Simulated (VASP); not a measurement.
**CoSi (zincblende type): single point with PBE**

Crystal: CoSi (zincblende type).

```
Co Si
1.0
     0.00000    2.20408    2.20408
     2.20408    0.00000    2.20408
     2.20408    2.20408    0.00000
Co Si
1 1
Direct
  0.00000 0.00000 0.00000
  0.25000 0.25000 0.25000
```

```
Program                : VASP 6.6.1
Task                   : single point
Functional             : PBE
Potentials or basis    : VASP PAW PBE potentials, release 64 (Co, Si)
Cutoff                 : 520 eV
k mesh                 : 14 × 14 × 14
Occupations            : fermi-dirac, width 0.08 eV
Spin                   : collinear spin, ferromagnetic start
Starting moments       : [1.7, 0.0] μB
Dipole correction      : no
Further INCAR settings : ALGO = Normal; EDIFF = 1e-06; NBANDS = 18
```

```
Pressure                                              : 113.2 GPa
Net moment                                            : 0.00 μB per cell
Valence electrons inside the program's atomic spheres : Co 9.48; Si 2.02
```

Levels at points of the mesh, in eV from the Fermi level:
Spin up:
```tsv
k point	band 3	band 4	band 5	band 6	band 7	band 8	band 9	band 10
(0.00, 0.00, 0.00)	-3.83	-3.83	-2.13	-2.13	8.95	8.95	8.95	10.48
(0.50, 0.00, 0.00)	-3.61	-3.61	-1.73	-1.73	-0.93	6.01	6.01	9.79
(0.50, 0.50, 0.00)	-3.37	-2.12	-2.12	-1.34	-0.05	1.28	1.28	7.38
```
Spin down:
| k point | band 3 | band 4 | band 5 | band 6 | band 7 | band 8 | band 9 | band 10 |
| --- | --- | --- | --- | --- | --- | --- | --- | --- |
| (0.00, 0.00, 0.00) | -3.83 | -3.83 | -2.13 | -2.13 | 8.95 | 8.95 | 8.95 | 10.48 |
| (0.50, 0.00, 0.00) | -3.61 | -3.61 | -1.73 | -1.73 | -0.93 | 6.01 | 6.01 | 9.79 |
| (0.50, 0.50, 0.00) | -3.37 | -2.12 | -2.12 | -1.34 | -0.05 | 1.28 | 1.28 | 7.38 |

Run time: 2.5 min on 1 thread of AMD EPYC 7R13, on a shared host, peak memory 0.16 GiB.

Caveat: the cell stands under pressure; the moments typed at the start vanished in this run.
